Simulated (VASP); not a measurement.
# TiN in VASP: further runs, part 2 of 2

VASP 6.6.1.

**4. Relaxation of the atoms, PBEsol**

This run uses another cell than the first one: it holds 8 atoms, not 12.

INCAR reads:

```
SYSTEM = TiN
  PREC = Accurate
  ENCUT = 520
  EDIFF = 1E-6
  ISMEAR = 0
  SIGMA = 0.1
  LREAL = .False.
  LASPH = .True.
  NELM = 80
  ALGO = Fast
  ISIF = 2
  LWAVE = .False.
  LCHARG = .False.
  LDIPOL = .True.
  IDIPOL = 3
  DIPOL = 0.5 0.5 0.500
  GGA = PS
  IBRION = 2
  NSW = 90
  EDIFFG = -0.03
```

KPOINTS reads:

```
regular mesh
0
Gamma
  10 10 1
  0 0 0
```

POSCAR reads:

```
TiN
1.0
    2.9726300482      0.0000000000      0.0000000000
    0.0000000000      2.9726300482      0.0000000000
    0.0000000000      0.0000000000     23.3059005950
Ti N
4 4
Selective dynamics
Direct
    0.5000000000      0.5000000000      0.3647145050  F F F
    0.0000000000      0.0000000000      0.4549048350  F F F
    0.5000000000      0.5000000000      0.5450951650  T T T
    0.0000000000      0.0000000000      0.6352854950  T T T
    0.0000000000      0.0000000000      0.3647145050  F F F
    0.5000000000      0.5000000000      0.4549048350  F F F
    0.0000000000      0.0000000000      0.5450951650  T T T
    0.5000000000      0.5000000000      0.6352854950  T T T
```

Potentials or basis: VASP PAW PBE potentials, release 64 (Ti_sv, N).

Started as:

```bash
> cat potpaw_PBE.64/Ti_sv/POTCAR potpaw_PBE.64/N/POTCAR > POTCAR
> mpirun -np 1 vasp_std > vasp.out
```

OUTCAR:

```text
SYSTEM = TiN
   PREC = Accurate
   ENCUT = 520
   EDIFF = 1E-6
   ISMEAR = 0
   LREAL = .False.
   LASPH = .True.
   NELM = 80
   ISIF = 2
   GGA = PS
   IBRION = 2
   NSW = 90
   EDIFFG = -0.03

 ion  position               nearest neighbor table
   1  0.500  0.500  0.365-   5 2.10   5 2.10   5 2.10   5 2.10   6 2.10
   2  0.000  0.000  0.455-   6 2.10   6 2.10   6 2.10   6 2.10   7 2.10   5 2.10
   3  0.500  0.500  0.545-   7 2.10   7 2.10   7 2.10   7 2.10   8 2.10   6 2.10
   4  0.000  0.000  0.635-   8 2.10   8 2.10   8 2.10   8 2.10   7 2.10
   5  0.000  0.000  0.365-   1 2.10   1 2.10   1 2.10   1 2.10   2 2.10
   6  0.500  0.500  0.455-   2 2.10   2 2.10   2 2.10   2 2.10   3 2.10   1 2.10
   7  0.000  0.000  0.545-   3 2.10   3 2.10   3 2.10   3 2.10   4 2.10   2 2.10
   8  0.500  0.500  0.635-   4 2.10   4 2.10   4 2.10   4 2.10   3 2.10

  LATTYP: Found a simple tetragonal cell.
 ALAT       =     2.9726300482
 C/A-ratio  =     7.8401618153

  Lattice vectors:

 A1 = (   2.9726300482,   0.0000000000,   0.0000000000)
 A2 = (   0.0000000000,   2.9726300482,   0.0000000000)
 A3 = (   0.0000000000,   0.0000000000,  23.3059005950)

Analysis of symmetry for initial positions (statically):
=====================================================================
 Subroutine PRICEL returns:
 Original cell was already a primitive cell.

 Routine SETGRP: Setting up the symmetry group for a
 simple tetragonal supercell.

 Subroutine GETGRP returns: Found 16 space group operations
 (whereof  8 operations were pure point group operations)
 out of a pool of 16 trial point group operations.

The static configuration has the point symmetry C_4v.
 The point group associated with its full space group is D_4h.

Analysis of symmetry for dynamics (positions and initial velocities):
=====================================================================
[... 183 lines left out ...]

  energy without entropy =      -81.06455103  energy(sigma->0) =      -81.07934333

------------------------ aborting loop because EDIFF is reached ----------------------------------------

 vacuum level on the upper side and lower side of the slab       (xc-potential included)        -0.090        -0.098

  FORCE on cell =-STRESS in cart. coord.  units (eV):
  Direction    XX          YY          ZZ          XY          YZ          ZX
  --------------------------------------------------------------------------------------
  -------------------------------------------------------------------------------------
  Total       -5.1458995     -5.1458995     -2.8440233      0.0000000      0.0000000     -0.0000000
  in kB      -40.0335652    -40.0335652    -22.1256543      0.0000000      0.0000000     -0.0000000
  external PRESSURE =     -34.0642616 kB  Pullay stress =       0.0000000 kB
[... 23 lines left out ...]
  FREE ENERGIE OF THE ION-ELECTRON SYSTEM (eV)
  ---------------------------------------------------
  free  energy   TOTEN  =       -81.0941356207 eV

  energy  without entropy=      -81.0645510323  energy(sigma->0) =      -81.07934333

 dipolmoment           0.000000      0.000000     -0.021412 electrons x Angstroem

--------------------------------------- Ionic step        2  -------------------------------------------

 number of electron      67.9999981 magnetization

------------------------ aborting loop because EDIFF is reached ----------------------------------------
[... 205 lines left out ...]
--------------------------------------- Ionic step        7  -------------------------------------------

 number of electron      67.9999983 magnetization

 dipolmoment           0.000000      0.000000      0.022829 electrons x Angstroem

 Free energy of the ion-electron system (eV)
  ---------------------------------------------------
  ext. energy  EPLUGINS =         0.00000000
  ---------------------------------------------------
  free energy    TOTEN  =       -81.24994778 eV

  energy without entropy =      -81.22737540  energy(sigma->0) =      -81.23866159

 E-fermi :   2.5160     XC(G=0):  -5.5983

 val. band max:        2.4868716100   @ k =   0.3000   0.3000   0.0000
 cond. band min:       2.5733152796   @ k =   0.2000   0.0000   0.0000
 fundamental gap:      0.0864436695
 Fermi energy:         2.5159504701

 k-point     1 :       0.0000    0.0000    0.0000
  band No.  band energies     occupation
      1     -55.1014      2.00000
      2     -54.9902      2.00000
      3     -54.9352      2.00000
      4     -54.8336      2.00000
      5     -31.6914      2.00000
      6     -31.5880      2.00000
[... 892 lines left out ...]
     39       4.1507      0.00000
     40       4.4153      0.00000

------------------------ aborting loop because EDIFF is reached ----------------------------------------

 vacuum level on the upper side and lower side of the slab       (xc-potential included)         0.175        -0.350

  FORCE on cell =-STRESS in cart. coord.  units (eV):
  Direction    XX          YY          ZZ          XY          YZ          ZX
  --------------------------------------------------------------------------------------
  -------------------------------------------------------------------------------------
  Total       -4.7785652     -4.7785652     -1.9438599      0.0000000      0.0000000      0.0000000
  in kB      -37.1758136    -37.1758136    -15.1226508      0.0000000      0.0000000      0.0000000
  external PRESSURE =     -29.8247593 kB  Pullay stress =       0.0000000 kB
[... 23 lines left out ...]
  FREE ENERGIE OF THE ION-ELECTRON SYSTEM (eV)
  ---------------------------------------------------
  free  energy   TOTEN  =       -81.2499477838 eV

  energy  without entropy=      -81.2273753968  energy(sigma->0) =      -81.23866159

 reached required accuracy - stopping structural energy minimisation

 vacuum level on the upper side and lower side of the slab         5.357         4.820
```

Wall time 55 min (1 thread of Oxide Virtual Turin-like, shared host); peak memory 0.37 GiB.

What came out:

```yaml
Free_energy: -81.2499 eV
Energy_gained_by_relaxing: 19.5 meV/atom
Ionic_steps: 7
Band_gap_on_the_k_mesh: zero (bands 34 and 35 overlap by 2.43 eV)
```

Step by step:
```
step  energy change (eV)  largest force on free atoms (eV/Å)  pressure (GPa)
   1              0.0000                              1.8820           -3.41
   2             -0.1517                              0.2984           -2.94
   3             -0.1517                              0.2971           -2.94
   4             -0.1553                              0.0968           -2.99
   5             -0.1557                              0.0378           -3.00
   6             -0.1557                              0.0354           -3.00
   7             -0.1558                              0.0292           -2.98
```

Final structure:
```
Ti N
1.0
     2.97263    0.00000    0.00000
     0.00000    2.97263    0.00000
     0.00000    0.00000   23.30590
Ti N
4 4
Cartesian
  1.4863 1.4863 8.5000
  0.0000 0.0000 10.6020
  1.4863 1.4863 12.7100
  0.0000 0.0000 14.7081
  0.0000 0.0000 8.5000
  1.4863 1.4863 10.6020
  0.0000 0.0000 12.7220
  1.4863 1.4863 14.8728
```

Levels at points of the mesh, in eV from the Fermi level:
```csv
k point,band 31,band 32,band 33,band 34,band 35,band 36,band 37,band 38
"(0.00, 0.00, 0.00)",-2.31,-2.31,-1.99,-1.99,-1.44,-0.79,-0.08,-0.08
"(0.50, 0.00, 0.00)",-4.75,-4.49,0.92,0.99,1.15,1.19,1.60,1.67
"(0.50, 0.50, 0.00)",-3.05,-2.81,-2.28,-2.28,-0.38,-0.38,1.44,1.44
```

Caveat: the PAW data sets were made with another functional, which shifts forces and pressure a little.

**5. Summary**

```csv
task,cell,k mesh,atoms held fixed (from 0),gap on the mesh (eV),largest force (eV/Å)
single point,"a = 2.973, b = 2.973, c = 25.510 Å, 12 atoms, atomic positions A",12 × 12 × 3,-,none,2.16
single point,"a = 2.973, b = 2.973, c = 23.306 Å, 8 atoms, atomic positions B",10 × 10 × 1,-,none,2.05
relaxation of the atoms,"atoms relaxed from a = 2.973, b = 2.973, c = 23.306 Å, 8 atoms, atomic positions C",10 × 10 × 1,"[0, 1, 4, 5]",none,-
```

Alike in all rows: level PBEsol; potentials or basis VASP PAW PBE potentials, release 64 (Ti_sv, N); no spin polarisation; cutoff (eV) 520; smearing gaussian 0.1 eV.

Caveats: the PAW data sets were made with another functional, which shifts forces and pressure a little.

Total energies depend on the potentials used, so only differences within one code and one set of settings carry meaning.

The gap in the log of VASP goes by the Fermi energy; the results here count the filled bands.